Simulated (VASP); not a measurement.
# Ni (P6_3/mmc) in VASP: notebook, part 2 of 3

VASP 6.6.1. The steps go on from the part before.

## Step 3: Single point, PBE+D3(BJ), collinear spin, ferromagnetic start

Contents of INCAR:

```
PREC = Accurate ; ENCUT = 520
EDIFF = 1E-7 ; ISMEAR = -1
SIGMA = 0.05 ; LREAL = F
LASPH = T ; NELM = 150
ALGO = Fast ; ISIF = 2
LWAVE = F ; LCHARG = T
ISPIN = 2 ; MAGMOM = 1 1
LORBIT = 11 ; LMAXMIX = 4
GGA = PE ; IVDW = 12
LELF = T ; LVHAR = T
NBANDS = 21
```

Contents of KPOINTS:

```
Automatic mesh
0
Gamma
  12 12 7
```

Contents of POSCAR:

```
Ni
1.0
    2.4601840167      0.0000000000      0.0000000000
   -1.2300920083      2.1305818564      0.0000000000
    0.0000000000      0.0000000000      4.0293262665
Ni
2
Direct
    0.6666666667      0.3333333333      0.7500000000
    0.3333333333      0.6666666667      0.2500000000
```

Potentials or basis: VASP PAW PBE potentials, release 64 (Ni).

Launch:

```sh
$ cat potpaw_PBE.64/Ni/POTCAR > POTCAR
$ mpirun -np 1 vasp_std > vasp.out
```

OUTCAR:

```text
PREC = Accurate
   ENCUT = 520
   EDIFF = 1E-7
   ISMEAR = -1
   LREAL = F
   LASPH = T
   NELM = 150
   ISIF = 2
   ISPIN = 2
   LORBIT = 11
   GGA = PE
   IVDW = 12
 IVDW          = 12

 ion  position               nearest neighbor table
   1  0.667  0.333  0.750-   2 2.47   2 2.47   2 2.47   2 2.47   2 2.47   2 2.47
   2  0.333  0.667  0.250-   1 2.47   1 2.47   1 2.47   1 2.47   1 2.47   1 2.47

  LATTYP: Found a hexagonal cell.
 ALAT       =     2.4601840167
 C/A-ratio  =     1.6378149924

  Lattice vectors:

 A1 = (   2.4601840167,   0.0000000000,   0.0000000000)
 A2 = (  -1.2300920083,   2.1305818564,   0.0000000000)
 A3 = (   0.0000000000,   0.0000000000,   4.0293262665)

Analysis of symmetry for initial positions (statically):
=====================================================================
 Subroutine PRICEL returns:
 Original cell was already a primitive cell.

 Routine SETGRP: Setting up the symmetry group for a
 hexagonal supercell.

 Subroutine GETGRP returns: Found 24 space group operations
 (whereof 12 operations were pure point group operations)
 out of a pool of 24 trial point group operations.

The static configuration has the point symmetry D_3d.
 The point group associated with its full space group is D_6h.

Analysis of symmetry for dynamics (positions and initial velocities):
=====================================================================
 Subroutine PRICEL returns:
 Original cell was already a primitive cell.

 Routine SETGRP: Setting up the symmetry group for a
 hexagonal supercell.

 Subroutine GETGRP returns: Found 24 space group operations
 (whereof 12 operations were pure point group operations)
 out of a pool of 24 trial point group operations.

The dynamic configuration has the point symmetry D_3d.
 The point group associated with its full space group is D_6h.

Analysis of structural, dynamic, and magnetic symmetry:
=====================================================================
 Subroutine PRICEL returns:
 Original cell was already a primitive cell.

 Routine SETGRP: Setting up the symmetry group for a
 hexagonal supercell.

 Subroutine GETGRP returns: Found 24 space group operations
 (whereof 12 operations were pure point group operations)
 out of a pool of 24 trial point group operations.

The overall configuration has the point symmetry D_3d.
 The point group associated with its full space group is D_6h.

 Subroutine INISYM returns: Found 24 space group operations
 (whereof 12 operations are pure point group operations),
 and found     1 'primitive' translations

----------------------------------------------------------------------------------------

                                     Primitive cell

  volume of cell :      21.1202

  direct lattice vectors                    reciprocal lattice vectors
     2.460184017  0.000000000  0.000000000     0.406473659  0.234677677  0.000000000
    -1.230092008  2.130581856  0.000000000     0.000000000  0.469355353  0.000000000
     0.000000000  0.000000000  4.029326267     0.000000000  0.000000000  0.248180449

  length of vectors
     2.460184017  2.460184017  4.029326267     0.469355353  0.469355353  0.248180449

  position of ions in fractional coordinates (direct lattice)
[... 71 lines left out ...]
   ISTART =      0    job   : 0-new  1-cont  2-samecut
   ICHARG =      2    charge: 1-file 2-atom 10-const
   ISPIN  =      2    spin polarized calculation?
   LNONCOLLINEAR =      F non collinear calculations
   LSORBIT =      F    spin-orbit coupling
   LASPH  =      T    aspherical Exc in radial PAW
   ENCUT  =  520.0 eV  38.22 Ry    6.18 a.u.   4.57  4.57  7.49*2*pi/ulx,y,z
   NELM   =    150;   NELMIN=  2; NELMDL= -5     # of ELM steps
   EDIFF  = 0.1E-06   stopping-criterion for ELM
   LREAL  =      F    real-space projection
   EDIFFG = 0.1E-05   stopping-criterion for IOM
   NSW    =      0    number of steps for IOM
   IBRION =     -1    ionic relax: 0-MD 1-quasi-New 2-CG
   NFREE  =      0    steps in history (QN), initial steepest desc. (CG)
   ISIF   =      2    stress and relaxation
   ISYM   =      2    0-nonsym 1-usesym 2-fastsym
   POTIM  = 0.5000    time-step for ionic-motion
   TEBEG  =    0.0;   TEEND  =   0.0 temperature during run
   PSTRESS=    0.0 pullay stress
   NELECT =      20.0000    total number of electrons
   NUPDOWN=      -1.0000    fix difference up-down
   EMIN   =  10.00;   EMAX   =-10.00  energy-range for DOS
   EFERMI =   0.00;   METHOD = LEGACY
   ISMEAR =    -1;   SIGMA  =   0.05  broadening in eV -4-tet -1-fermi 0-gaus
   EFERMI_NEDOS =   21; number of points for ismear=-14 and -15
   IALGO  =     68    algorithm
   IMIX   =      4    mixing-type and parameters
     AMIX     =   0.40;   BMIX     =  1.00
     AMIX_MAG =   1.60;   BMIX_MAG =  1.00
  volume/ion in A,a.u.               =      10.56        71.26
  Fermi-wavevector in a.u.,A,eV,Ry     =   1.607627  3.037975 35.163795  2.584466
  Thomas-Fermi vector in A             =   2.703626
   LORBIT       =     11    0 simple, 1 ext, 2 COOP (PROOUT), +10 PAW based schemes
   GGA     = PE    functional components
   LHFCALC =     F    Hartree Fock is set to
   AEXX    =    0.0000 exact exchange contribution
   IVDW    =    12    specifies the selected vdW correction
   LEPSILON=     F    determine dielectric tensor
   LRPA    =     F    only Hartree local field effects (RPA)
 spin polarized calculation
 RMM-DIIS sequential band-by-band and
  energy-cutoff  :      520.00
  volume of cell :       21.12
 maximum number of plane-waves:       585
   NGX =  9   NGY =  9   NGZ = 15

 number of electron      19.9999992 magnetization       1.2769463

 Free energy of the ion-electron system (eV)
  ---------------------------------------------------
  ext. energy  EPLUGINS =         0.00000000
  ---------------------------------------------------
  free energy    TOTEN  =       -10.88719126 eV

  energy without entropy =      -10.85165943  energy(sigma->0) =      -10.86942535

 E-fermi :   9.8309     XC(G=0): -13.4317

 val. band max:        9.8285700095   @ k =   0.2500   0.1667   0.1429
 cond. band min:       9.8418616647   @ k =   0.2500   0.2500   0.0000
 fundamental gap:      0.0132916551
 Fermi energy:         9.8308767584

 spin component 1

 k-point     1 :       0.0000    0.0000    0.0000
  band No.  band energies     occupation
      1       0.5825      1.00000
      2       4.8157      1.00000
      3       7.3068      1.00000
      4       7.4021      1.00000
      5       7.4021      1.00000
      6       7.6823      1.00000
[... 565 lines left out ...]
     20      34.8006      0.00000
     21      38.4270      0.00000

 [... further k-points ...]

 spin component 2

 k-point     1 :       0.0000    0.0000    0.0000
  band No.  band energies     occupation
      1       0.5558      1.00000
      2       5.2244      1.00000
      3       8.0211      1.00000
      4       8.0869      1.00000
      5       8.0869      1.00000
      6       8.3869      1.00000
[... 565 lines left out ...]
     20      34.8989      0.00000
     21      38.4820      0.00000

 [... further k-points ...]

------------------------ aborting loop because EDIFF is reached ----------------------------------------

 Edisp (eV)   -0.95439

 E8    (eV) :    -0.4127

  FORCE on cell =-STRESS in cart. coord.  units (eV):
  Direction    XX          YY          ZZ          XY          YZ          ZX
  --------------------------------------------------------------------------------------
  -------------------------------------------------------------------------------------
  Total      -0.02435    -0.02435    -0.02184    -0.00000     0.00000     0.00000
  in kB      -1.84714    -1.84714    -1.65653    -0.00000     0.00000     0.00000
  external pressure =       -1.78 kB  Pullay stress =        0.00 kB

 VOLUME and BASIS-vectors are now :
 -----------------------------------------------------------------------------
  energy-cutoff  :      520.00
  volume of cell :       21.12
      direct lattice vectors                 reciprocal lattice vectors
     2.460184017  0.000000000  0.000000000     0.406473659  0.234677677  0.000000000
    -1.230092008  2.130581856  0.000000000     0.000000000  0.469355353  0.000000000
     0.000000000  0.000000000  4.029326267     0.000000000  0.000000000  0.248180449

 POSITION                                       TOTAL-FORCE (eV/Angst)
 -----------------------------------------------------------------------------------
      1.23009      0.71019      3.02199         0.000000     -0.000000     -0.000000
     -0.00000      1.42039      1.00733        -0.000000      0.000000      0.000000
 -----------------------------------------------------------------------------------
    total drift:                                0.000000      0.000000     -0.000000

  FREE ENERGIE OF THE ION-ELECTRON SYSTEM (eV)
  ---------------------------------------------------
  free  energy   TOTEN  =       -11.8415841428 eV

  energy  without entropy=      -11.8060523127  energy(sigma->0) =      -11.82381823

 total charge

# of ion       s       p       d       tot
------------------------------------------
    1        0.510   0.525   8.331   9.365
    2        0.510   0.525   8.331   9.365
--------------------------------------------------
tot          1.020   1.049  16.661  18.730

 magnetization (x)

# of ion       s       p       d       tot
------------------------------------------
    1       -0.005  -0.025   0.677   0.647
    2       -0.005  -0.025   0.677   0.647
--------------------------------------------------
tot         -0.009  -0.050   1.353   1.295
```

Wall time 60 s (1 thread of Intel Xeon Platinum 8259CL at 2.50GHz (Skylake/Cascade Lake), shared host); peak memory 0.18 GiB.

Results:

| Item | Value |
| --- | --- |
| Free energy | -11.8416 eV |
| Pressure | -0.2 GPa |
| Net moment | 1.28 μB per cell |
| Site moments | Ni +0.65 μB |
| Valence electrons inside the program's atomic spheres | Ni 9.37 |
| Dispersion energy per atom | -0.477 eV |

Levels at points of the mesh, in eV from the Fermi level:
Spin up:
```csv
k point,band 9,band 10,band 11,band 12,band 13,band 14
"(0.00, 0.00, 0.00)",-1.72,-0.74,-0.74,-0.41,5.82,22.84
"(0.50, 0.00, 0.00)",-0.55,-0.50,1.18,3.12,9.50,10.09
```
Spin down:
```tsv
k point	band 6	band 7	band 8	band 9	band 10	band 11	band 12	band 13	band 14	band 15
(0.00, 0.00, 0.00)	-1.44	-1.44	-1.05	-1.05	-0.46	-0.02	-0.02	6.23	22.71	25.05
(0.50, 0.00, 0.00)	-1.81	-1.43	0.15	0.18	0.28	1.67	3.51	9.62	10.21	12.79
```

Caveat: pairwise dispersion overbinds metals, which lowers pressure and volume.

[end of part 2 of 3]
